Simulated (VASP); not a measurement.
A run of VASP 6.6.1 is set up as follows.

POSCAR

```
MgO
1.0
   -0.6750667324      1.8564335140      1.8564335140
    1.8564335140     -0.6750667324      1.8564335140
    1.8564335140      1.8564335140     -0.6750667324
Mg O
1 1
Direct
    0.0000000000      0.0000000000      0.0000000000
    0.5000000000      0.5000000000      0.5000000000
```

File INCAR.step1:

```
PREC = Accurate
ENCUT = 520
ISMEAR = 0
SIGMA = 0.05
LREAL = False
LASPH = True
NELM = 60
NBANDS = 11
GGA = PE
ALGO = Normal
EDIFF = 1E-4
LWAVE = True
LCHARG = False
```

File INCAR.step2:

```
PREC = Accurate
ENCUT = 520
EDIFF = 1E-6
ISMEAR = 0
SIGMA = 0.05
LREAL = False
LASPH = True
NELM = 60
ALGO = Normal
ISIF = 2
LWAVE = False
LCHARG = False
METAGGA = R2SCAN
LMIXTAU = True
NBANDS = 11
ISTART = 1
```

KPOINTS

```
regular mesh
0
Gamma
  10 10 10
```

Potentials or basis: VASP PAW PBE potentials, release 64 (Mg, O).

Run with:

```sh
$ cat potpaw_PBE.64/Mg/POTCAR potpaw_PBE.64/O/POTCAR > POTCAR
$ cp INCAR.step1 INCAR
$ mpirun -np 1 vasp_std > vasp.out
$ cp INCAR.step2 INCAR
$ mpirun -np 1 vasp_std > vasp.out
```

Question: Predict the band gap on the k mesh.

Answer: 3.12 eV, indirect (least direct gap 3.29 eV).

Question: Estimate the pressure.

Answer: -9.8 GPa.

Stress tensor (GPa, compression positive):
```
-9.78  9.68  9.68
 9.68 -9.78  9.68
 9.68  9.68 -9.78
```

Caveat: the PAW data sets were made with another functional, which shifts forces and pressure a little. A k mesh can miss the band edges.
